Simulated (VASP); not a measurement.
# Na (P6_3/mmc) in VASP: notebook

Runs on Na. Level: RPBE. Tasks: single point.

Everything below comes from runs of VASP 6.6.1. Logs are shortened: lines on timing, memory, paths and dates and some standing lists are left out, and cuts for length are marked.

### Step 1. The cell of the first run

The structure is hexagonal, space group P6_3/mmc (No. 194). The conventional cell has a = 3.829 Å, b = 3.829 Å, c = 12.449 Å, α = 90.00°, β = 90.00°, γ = 120.00°. Within 5.0 Å of Na (site symmetry -3m) lie 12 Na at 3.82 to 3.83 Å. Within 5.0 Å of Na (site symmetry -6m2) lie 12 Na at 3.82 to 3.83 Å.

### Step 2. Single point, RPBE

Input file INCAR:

```
PREC = Accurate ; ENCUT = 520
EDIFF = 1E-7 ; ISMEAR = -1
SIGMA = 0.1 ; LREAL = False
LASPH = True ; NELM = 100
ALGO = Normal ; ISIF = 2
LWAVE = False ; LCHARG = False
GGA = RP ; NBANDS = 22
```

Input file KPOINTS:

```
regular mesh
0
Gamma
  10 10 3
```

Input file POSCAR:

```
Na
1.0
    3.8287007273      0.0000000000      0.0000000000
   -1.9143503636      3.3157520933      0.0000000000
    0.0000000000      0.0000000000     12.4485034511
Na
4
Direct
    0.0000000000      0.0000000000      1.0000000000
    0.0000000000      0.0000000000      0.5000000000
    0.3333333333      0.6666666667      0.2500000000
    0.6666666667      0.3333333333      0.7500000000
```

Potentials or basis: VASP PAW PBE potentials, release 64 (Na_pv).

The run is started by

```
$ cat potpaw_PBE.64/Na_pv/POTCAR > POTCAR
$ mpirun -np 1 vasp_std > vasp.out
```

OUTCAR:

```text
PREC = Accurate
   ENCUT = 520
   EDIFF = 1E-7
   ISMEAR = -1
   LREAL = False
   LASPH = True
   NELM = 100
   ISIF = 2
   GGA = RP

 ion  position               nearest neighbor table
   1  0.000  0.000  0.000-
   2  0.000  0.000  0.500-
   3  0.333  0.667  0.250-
   4  0.667  0.333  0.750-

  LATTYP: Found a hexagonal cell.
 ALAT       =     3.8287007273
 C/A-ratio  =     3.2513649767

  Lattice vectors:

 A1 = (   3.8287007273,   0.0000000000,   0.0000000000)
 A2 = (  -1.9143503636,   3.3157520933,   0.0000000000)
 A3 = (   0.0000000000,   0.0000000000,  12.4485034511)

Analysis of symmetry for initial positions (statically):
=====================================================================
 Subroutine PRICEL returns:
 Original cell was already a primitive cell.

 Routine SETGRP: Setting up the symmetry group for a
 hexagonal supercell.

 Subroutine GETGRP returns: Found 24 space group operations
 (whereof 12 operations were pure point group operations)
 out of a pool of 24 trial point group operations.

The static configuration has the point symmetry D_3d.
 The point group associated with its full space group is D_6h.

Analysis of symmetry for dynamics (positions and initial velocities):
=====================================================================
 Subroutine PRICEL returns:
 Original cell was already a primitive cell.

 Routine SETGRP: Setting up the symmetry group for a
 hexagonal supercell.

 Subroutine GETGRP returns: Found 24 space group operations
 (whereof 12 operations were pure point group operations)
 out of a pool of 24 trial point group operations.

The dynamic configuration has the point symmetry D_3d.
 The point group associated with its full space group is D_6h.

 Subroutine INISYM returns: Found 24 space group operations
 (whereof 12 operations are pure point group operations),
 and found     1 'primitive' translations

----------------------------------------------------------------------------------------

                                     Primitive cell

  volume of cell :     158.0340

  direct lattice vectors                    reciprocal lattice vectors
     3.828700727  0.000000000  0.000000000     0.261185209  0.150795351  0.000000000
    -1.914350364  3.315752093  0.000000000     0.000000000  0.301590702  0.000000000
     0.000000000  0.000000000 12.448503451     0.000000000  0.000000000  0.080330941

  length of vectors
     3.828700727  3.828700727 12.448503451     0.301590702  0.301590702  0.080330941

  position of ions in fractional coordinates (direct lattice)
     0.000000000  0.000000000  0.000000000
     0.000000000  0.000000000  0.500000000
     0.333333333  0.666666667  0.250000000
     0.666666667  0.333333333  0.750000000

  ion indices of the primitive-cell ions
   primitive index   ion index
                 1           1
                 2           2
                 3           3
                 4           4

----------------------------------------------------------------------------------------

 KPOINTS: regular mesh

Automatic generation of k-mesh.
 Grid dimensions read from file:
 generate k-points for:   10   10    3

 Generating k-lattice:

  Cartesian coordinates                     Fractional coordinates (reciprocal lattice)
     0.026118521  0.015079535  0.000000000     0.100000000  0.000000000  0.000000000
     0.000000000  0.030159070  0.000000000     0.000000000  0.100000000  0.000000000
     0.000000000  0.000000000  0.026776980     0.000000000  0.000000000  0.333333333

  Length of vectors
     0.030159070  0.030159070  0.026776980

  Shift w.r.t. Gamma in fractional coordinates (k-lattice)
     0.000000000  0.000000000  0.000000000

 Subroutine IBZKPT returns following result:
 ===========================================

 Found     28 irreducible k-points:

 Following reciprocal coordinates:
            Coordinates               Weight
  0.000000  0.000000  0.000000      1.000000
  0.100000  0.000000  0.000000      6.000000
  0.200000  0.000000  0.000000      6.000000
  0.300000  0.000000  0.000000      6.000000
  0.400000  0.000000  0.000000      6.000000
  0.500000  0.000000  0.000000      3.000000
[... 16 lines left out ...]
  0.300000  0.100000  0.333333     24.000000
  0.400000  0.100000  0.333333     24.000000
 [... further k-points ...]
   k-points           NKPTS =     28   k-points in BZ     NKDIM =     28   number of bands    NBANDS=     22
   number of dos      NEDOS =    301   number of ions     NIONS =      4
   total plane-waves  NPLWV =  75264
   dimension x,y,z NGX =    28 NGY =   28 NGZ =   96
   dimension x,y,z NGXF=    56 NGYF=   56 NGZF=  192
   ions per type =               4
   NGX,Y,Z   is equivalent  to a cutoff of  12.16, 12.16, 12.82 a.u.
   NGXF,Y,Z  is equivalent  to a cutoff of  24.32, 24.32, 25.64 a.u.
 SYSTEM =  unknown system
   PREC   = accura    normal or accurate (medium, high low for compatibility)
   ISTART =      0    job   : 0-new  1-cont  2-samecut
   ICHARG =      2    charge: 1-file 2-atom 10-const
   ISPIN  =      1    spin polarized calculation?
   LNONCOLLINEAR =      F non collinear calculations
   LSORBIT =      F    spin-orbit coupling
   LASPH  =      T    aspherical Exc in radial PAW
   ENCUT  =  520.0 eV  38.22 Ry    6.18 a.u.   7.12  7.12 23.15*2*pi/ulx,y,z
   NELM   =    100;   NELMIN=  2; NELMDL= -5     # of ELM steps
   EDIFF  = 0.1E-06   stopping-criterion for ELM
   LREAL  =      F    real-space projection
   EDIFFG = 0.1E-05   stopping-criterion for IOM
   NSW    =      0    number of steps for IOM
   IBRION =     -1    ionic relax: 0-MD 1-quasi-New 2-CG
   NFREE  =      0    steps in history (QN), initial steepest desc. (CG)
   ISIF   =      2    stress and relaxation
   ISYM   =      2    0-nonsym 1-usesym 2-fastsym
   POTIM  = 0.5000    time-step for ionic-motion
   TEBEG  =    0.0;   TEEND  =   0.0 temperature during run
   PSTRESS=    0.0 pullay stress
   NELECT =      28.0000    total number of electrons
   NUPDOWN=      -1.0000    fix difference up-down
   EMIN   =  10.00;   EMAX   =-10.00  energy-range for DOS
   EFERMI =   0.00;   METHOD = LEGACY
   ISMEAR =    -1;   SIGMA  =   0.10  broadening in eV -4-tet -1-fermi 0-gaus
   EFERMI_NEDOS =   21; number of points for ismear=-14 and -15
   IALGO  =     38    algorithm
   IMIX   =      4    mixing-type and parameters
     AMIX     =   0.40;   BMIX     =  1.00
     AMIX_MAG =   1.60;   BMIX_MAG =  1.00
  volume/ion in A,a.u.               =      39.51       266.62
  Fermi-wavevector in a.u.,A,eV,Ry     =   0.919484  1.737572 11.503046  0.845450
  Thomas-Fermi vector in A             =   2.044682
   LORBIT       =      0    0 simple, 1 ext, 2 COOP (PROOUT), +10 PAW based schemes
   GGA     = RP    functional components
   LHFCALC =     F    Hartree Fock is set to
   AEXX    =    0.0000 exact exchange contribution
   IVDW    =     0    specifies the selected vdW correction
   LEPSILON=     F    determine dielectric tensor
   LRPA    =     F    only Hartree local field effects (RPA)
 non-spin polarized calculation
  energy-cutoff  :      520.00
  volume of cell :      158.03
 maximum number of plane-waves:      4285
   NGX = 15   NGY = 15   NGZ = 47

 number of electron      28.0000021 magnetization

 Free energy of the ion-electron system (eV)
  ---------------------------------------------------
  ext. energy  EPLUGINS =         0.00000000
  ---------------------------------------------------
  free energy    TOTEN  =        -4.81941508 eV

  energy without entropy =       -4.75782205  energy(sigma->0) =       -4.78861857

 E-fermi :   0.2378     XC(G=0):  -6.2280

 val. band max:        0.2304974526   @ k =   0.1000   0.1000   0.3333
 cond. band min:       0.2820727517   @ k =   0.4000   0.0000   0.0000
 fundamental gap:      0.0515752991
 Fermi energy:         0.2377591381

 k-point     1 :       0.0000    0.0000    0.0000
  band No.  band energies     occupation
      1     -24.7089      2.00000
      2     -24.6953      2.00000
      3     -24.6948      2.00000
      4     -24.6851      2.00000
      5     -24.6851      2.00000
      6     -24.6832      2.00000
[... 14 lines left out ...]
     21       9.8948      0.00000
     22      10.0614      0.00000

 k-point     2 :       0.1000    0.0000    0.0000
  band No.  band energies     occupation
      1     -24.7080      2.00000
      2     -24.6956      2.00000
      3     -24.6952      2.00000
      4     -24.6870      2.00000
      5     -24.6857      2.00000
      6     -24.6846      2.00000
[... 14 lines left out ...]
     21       8.6202      0.00000
     22       8.6822      0.00000

 k-point     3 :       0.2000    0.0000    0.0000
  band No.  band energies     occupation
      1     -24.7056      2.00000
      2     -24.6971      2.00000
      3     -24.6970      2.00000
      4     -24.6918      2.00000
      5     -24.6889      2.00000
      6     -24.6874      2.00000
[... 14 lines left out ...]
     21       6.6472      0.00000
     22       6.7463      0.00000

 k-point     4 :       0.3000    0.0000    0.0000
  band No.  band energies     occupation
      1     -24.7031      2.00000
      2     -24.7016      2.00000
      3     -24.7000      2.00000
      4     -24.6974      2.00000
      5     -24.6954      2.00000
      6     -24.6893      2.00000
[... 14 lines left out ...]
     21       6.7017      0.00000
     22       6.7317      0.00000

 k-point     5 :       0.4000    0.0000    0.0000
  band No.  band energies     occupation
      1     -24.7062      2.00000
      2     -24.7059      2.00000
      3     -24.7019      2.00000
      4     -24.7007      2.00000
      5     -24.6974      2.00000
      6     -24.6908      2.00000
[... 14 lines left out ...]
     21       5.4062      0.00000
     22       5.8416      0.00000

 k-point     6 :       0.5000    0.0000    0.0000
  band No.  band energies     occupation
      1     -24.7081      2.00000
      2     -24.7076      2.00000
      3     -24.7036      2.00000
      4     -24.7027      2.00000
      5     -24.6945      2.00000
      6     -24.6926      2.00000
[... 14 lines left out ...]
     21       4.5413      0.00000
     22       4.6415      0.00000

 k-point     7 :       0.1000    0.1000    0.0000
  band No.  band energies     occupation
      1     -24.7064      2.00000
      2     -24.6965      2.00000
      3     -24.6962      2.00000
      4     -24.6901      2.00000
      5     -24.6876      2.00000
      6     -24.6874      2.00000
[... 324 lines left out ...]
      6     -24.6922      2.00000
[... 14 lines left out ...]
     21       5.5736      0.00000
     22       5.5743      0.00000

 k-point    21 :       0.1000    0.1000    0.3333
  band No.  band energies     occupation
      1     -24.7050      2.00000
      2     -24.7014      2.00000
      3     -24.6916      2.00000
      4     -24.6896      2.00000
      5     -24.6884      2.00000
      6     -24.6884      2.00000
[... 14 lines left out ...]
     21       7.2626      0.00000
     22       7.4021      0.00000

 k-point    22 :       0.2000    0.1000    0.3333
  band No.  band energies     occupation
      1     -24.7031      2.00000
      2     -24.7016      2.00000
      3     -24.6967      2.00000
      4     -24.6943      2.00000
      5     -24.6936      2.00000
      6     -24.6912      2.00000
[... 14 lines left out ...]
     21       6.0852      0.00000
     22       6.2867      0.00000

 k-point    23 :       0.3000    0.1000    0.3333
  band No.  band energies     occupation
      1     -24.7041      2.00000
      2     -24.7025      2.00000
      3     -24.7021      2.00000
      4     -24.6998      2.00000
      5     -24.6956      2.00000
      6     -24.6924      2.00000
[... 14 lines left out ...]
     21       5.2716      0.00000
     22       5.4173      0.00000

 k-point    24 :       0.4000    0.1000    0.3333
  band No.  band energies     occupation
      1     -24.7064      2.00000
      2     -24.7057      2.00000
      3     -24.7039      2.00000
      4     -24.7031      2.00000
      5     -24.6941      2.00000
      6     -24.6928      2.00000
[... 14 lines left out ...]
     21       4.9180      0.00000
     22       5.4422      0.00000

 [... further k-points ...]
[... 5 lines left out ...]
  --------------------------------------------------------------------------------------
  -------------------------------------------------------------------------------------
  Total        0.0083942      0.0083942     -0.0041867      0.0000000      0.0000000      0.0000000
  in kB        0.0851018      0.0851018     -0.0424457      0.0000000      0.0000000      0.0000000
  external PRESSURE =       0.0425860 kB  Pullay stress =       0.0000000 kB

 VOLUME and BASIS-vectors are now :
 -----------------------------------------------------------------------------
  energy-cutoff  :      520.00
  volume of cell :      158.03
      direct lattice vectors                 reciprocal lattice vectors
     3.828700727  0.000000000  0.000000000     0.261185209  0.150795351  0.000000000
    -1.914350364  3.315752093  0.000000000     0.000000000  0.301590702  0.000000000
     0.000000000  0.000000000 12.448503451     0.000000000  0.000000000  0.080330941

 POSITION                                       TOTAL-FORCE (eV/Angst)
 -----------------------------------------------------------------------------------
      0.00000      0.00000      0.00000         0.000000      0.000000     -0.000000
      0.00000      0.00000      6.22425         0.000000      0.000000     -0.000000
     -0.00000      2.21050      3.11213        -0.000000     -0.000000     -0.000000
      1.91435      1.10525      9.33638        -0.000000      0.000000      0.000000
 -----------------------------------------------------------------------------------
    total drift:                                0.000000     -0.000000      0.000000

  FREE ENERGIE OF THE ION-ELECTRON SYSTEM (eV)
  ---------------------------------------------------
  free  energy   TOTEN  =        -4.8194150804 eV

  energy  without entropy=       -4.7578220508  energy(sigma->0) =       -4.78861857
```

It took 42 s on 1 thread of AMD EPYC 7R13 (Zen 3), shared host; peak memory 0.24 GiB.

What came out:

* Free energy: -4.8194 eV
* Pressure: 0.0 GPa
* Band gap on the k mesh: zero (band 14 reaches 1.66 eV, above the bottom of band 15 at -1.89 eV)

Caveat: the PAW data sets were made with another functional, which shifts forces and pressure a little.

### Step 3. Single point, RPBE (volume scaled by 0.88)

Input file INCAR:

```
  PREC = Accurate
  ENCUT = 520
  EDIFF = 1E-6
  ISMEAR = -1
  SIGMA = 0.1
  LREAL = False
  LASPH = True
  NELM = 80
  ALGO = Normal
  ISIF = 2
  LWAVE = False
  LCHARG = True
  GGA = RP
  LELF = True
  LVHAR = True
  NBANDS = 22
```

Input file KPOINTS:

```
Automatic mesh
0
Gamma
  11 11 3
```

Input file POSCAR:

```
Na
1.0
    3.6689825383      0.0000000000      0.0000000000
   -1.8344912691      3.1774320842      0.0000000000
    0.0000000000      0.0000000000     11.9292013252
Na
4
Direct
    0.0000000000      0.0000000000      1.0000000000
    0.0000000000      0.0000000000      0.5000000000
    0.3333333333      0.6666666667      0.2500000000
    0.6666666667      0.3333333333      0.7500000000
```

Potentials or basis: VASP PAW PBE potentials, release 64 (Na_pv).

The run is started by

```
$ cat potpaw_PBE.64/Na_pv/POTCAR > POTCAR
$ mpirun -np 1 vasp_std > vasp.out
```

Wall time 54 s (1 thread of AMD EPYC 7R13 (Zen 3), shared host); peak memory 0.23 GiB.

Results (log left out):

| Quantity | Value |
| --- | --- |
| Free energy | -4.7443 eV |
| Pressure | 1.2 GPa |
| Band gap on the k mesh | zero (band 14 reaches 1.84 eV, above the bottom of band 15 at -1.69 eV) |

Stress tensor (GPa, compression positive):
```
1.08 0.00 0.00
0.00 1.08 0.00
0.00 0.00 1.31
```

Levels at points of the mesh, in eV from the Fermi level:
```csv
k point,band 13,band 14,band 15,band 16,band 17,band 18
"(0.00, 0.00, 0.00)",-3.43,-2.34,-2.34,0.54,1.07,5.78
```

Caveat: the PAW data sets were made with another functional, which shifts forces and pressure a little.

### Step 4. Single point, RPBE (volume scaled by 0.92)

Input file INCAR:

```
SYSTEM = Na
  PREC = Accurate
  ENCUT = 520
  EDIFF = 1E-6
  ISMEAR = -1
  SIGMA = 0.1
  LREAL = .FALSE.
  LASPH = .TRUE.
  NELM = 100
  ALGO = Normal
  ISIF = 2
  LWAVE = .FALSE.
  LCHARG = .FALSE.
  GGA = RP
  NBANDS = 22
```

Input file KPOINTS:

```
Automatic mesh
0
G
  11 11 3
  0 0 0
```

Input file POSCAR:

```
Na
1.0
    3.7237515463      0.0000000000      0.0000000000
   -1.8618757731      3.2248634365      0.0000000000
    0.0000000000      0.0000000000     12.1072753597
Na
4
Direct
    0.0000000000      0.0000000000      1.0000000000
    0.0000000000      0.0000000000      0.5000000000
    0.3333333333      0.6666666667      0.2500000000
    0.6666666667      0.3333333333      0.7500000000
```

The run is started by

```
$ cat potpaw_PBE.64/Na_pv/POTCAR > POTCAR
$ mpirun -np 1 vasp_std > vasp.out
```

Run time: 53 s. Hardware: 1 thread of AMD EPYC 7R13 (Zen 3), shared host; peak memory 0.23 GiB.

It converged, with:

* Free energy: -4.7815 eV
* Pressure: 0.7 GPa
* Band gap on the k mesh: zero (band 14 reaches 1.68 eV, above the bottom of band 15 at -1.76 eV)

Stress tensor (GPa, compression positive):
```
0.67 0.00 0.00
0.00 0.67 0.00
0.00 0.00 0.89
```

Levels at points of the mesh, in eV from the Fermi level:
| k point | band 11 | band 12 | band 13 | band 14 | band 15 | band 16 | band 17 | band 18 | band 19 | band 20 |
| --- | --- | --- | --- | --- | --- | --- | --- | --- | --- | --- |
| (0.00, 0.00, 0.00) | -24.89 | -24.89 | -3.33 | -2.28 | -2.28 | 0.54 | 1.02 | 5.63 | 5.63 | 10.08 |

Caveat: the PAW data sets were made with another functional, which shifts forces and pressure a little.

### Step 5. The runs side by side

```tsv
cell	k mesh	gap on the mesh (eV)	pressure (GPa)
a = 3.829, b = 3.829, c = 12.449 Å, angles 90.0, 90.0, 120.0°, 4 atoms	10 × 10 × 3	none	0.0
a = 3.669, b = 3.669, c = 11.929 Å, angles 90.0, 90.0, 120.0°, 4 atoms	11 × 11 × 3	none	1.2
a = 3.724, b = 3.724, c = 12.107 Å, angles 90.0, 90.0, 120.0°, 4 atoms	11 × 11 × 3	none	0.7
```

Alike in all rows: task single point; level RPBE; potentials or basis VASP PAW PBE potentials, release 64 (Na_pv); no spin polarisation; cutoff (eV) 520; smearing fermi-dirac 0.1 eV.

Caveats: the PAW data sets were made with another functional, which shifts forces and pressure a little.

Absolute energies hang on the potentials; compare differences alone.
